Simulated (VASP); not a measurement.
Wanted: the native input for a VASP 6.6.1 run.

```
Task                   : electric field gradients
Functional             : PBE
Potentials or basis    : VASP PAW PBE potentials, release 64 (Be, S)
Cutoff                 : 520 eV
k mesh                 : 12 × 12 × 12
Occupations            : fermi-dirac, width 0.05 eV
Spin                   : no spin polarisation
Dipole correction      : no
Further INCAR settings : ALGO = Normal; EDIFF = 1e-08; NBANDS = 11
```

The structure of BeS (zincblende type) lies in POSCAR:

```
BeS
1.0
    0.0000000000      2.4697309544      2.4697309544
    2.4697309544      0.0000000000      2.4697309544
    2.4697309544      2.4697309544      0.0000000000
Be S
1 1
Direct
    0.0000000000      0.0000000000      0.0000000000
    0.2500000000      0.2500000000      0.2500000000
```

This cell differs from its parent crystal: volume scaled by 1.04.

These files were run (other wordings do the same):

INCAR

```
PREC = Accurate
ENCUT = 520
EDIFF = 1E-8
ISMEAR = -1
SIGMA = 0.05
LREAL = F
LASPH = T
NELM = 100
ALGO = Normal
ISIF = 2
LWAVE = F
LCHARG = F
GGA = PE
LEFG = T
NBANDS = 11
```

KPOINTS

```
regular mesh
0
Gamma
  12 12 12
```

Potentials or basis: VASP PAW PBE potentials, release 64 (Be, S).

Launch:

```console
$ cat potpaw_PBE.64/Be/POTCAR potpaw_PBE.64/S/POTCAR > POTCAR
$ mpirun -np 1 vasp_std > vasp.out
```

Results of the run:

| Quantity | Value |
| --- | --- |
| Pressure | -3.3 GPa |
| Band gap on the k mesh | 3.23 eV, indirect (least direct gap 5.43 eV) |

Caveat: without QUAD_EFG the Cq values of the log hold for a quadrupole moment of 1 mb, not for the nuclei.

Wall time 20 s on 1 thread of Intel(R) Xeon(R) Platinum 8559C (Emerald Rapids) (shared host), peak memory 0.16 GiB.
